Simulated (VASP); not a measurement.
Input of a VASP 6.6.1 run:

The input INCAR:

```
SYSTEM = CuO
  PREC = Accurate
  ENCUT = 600
  EDIFF = 1E-7
  ISMEAR = -1
  SIGMA = 0.05
  LREAL = .FALSE.
  LASPH = .TRUE.
  NELM = 100
  ALGO = Normal
  ISIF = 3
  LWAVE = .FALSE.
  LCHARG = .FALSE.
  GGA = PE
  IBRION = 2
  NSW = 60
  EDIFFG = -0.01
  PSTRESS = 50.0
```

The input KPOINTS:

```
Automatic mesh
0
G
  8 8 6
  0 0 0
```

File POSCAR:

```
CuO
1.0
    3.4220509700      0.0000000000      0.0000000000
    0.0000000000      3.4220509700      0.0000000000
    0.0000000000      0.0000000000      4.2604614800
Cu O
2 2
Direct
    0.0000000000      0.5000000000      0.0000000000
    0.5000000000      0.0000000000      0.5000000000
    0.0000000000      0.0000000000      0.2500000000
    0.0000000000      0.0000000000      0.7500000000
```

Potentials or basis: VASP PAW PBE potentials, release 64 (Cu, O).

Launch:

```console
$ cat potpaw_PBE.64/Cu/POTCAR potpaw_PBE.64/O/POTCAR > POTCAR
$ mpirun -np 1 vasp_std > vasp.out
```

Q: What does it give for the space group after relaxing (to 0.1 Å)?

A: P4_2/mmc (No. 131).

Q: Predict the relaxed volume.

A: 10.85 Å³/atom.

Final structure:
```yaml
crystal:
  lattice:
    - [2.90621, 0.00000, 0.00000]
    - [0.00000, 2.90621, 0.00000]
    - [0.00000, 0.00000, 5.13858]
  atoms:
    - { symbol: Cu, position: [0.00000, 0.50000, 0.00000] }
    - { symbol: Cu, position: [0.50000, 0.00000, 0.50000] }
    - { symbol: O, position: [0.00000, 0.00000, 0.25000] }
    - { symbol: O, position: [0.00000, 0.00000, 0.75000] }
```

Caveat: the cell is relaxed towards a set pressure, so the run minimises the enthalpy, not the energy; a cell axis changed by over 15 % at a fixed basis, so the end point is rough.
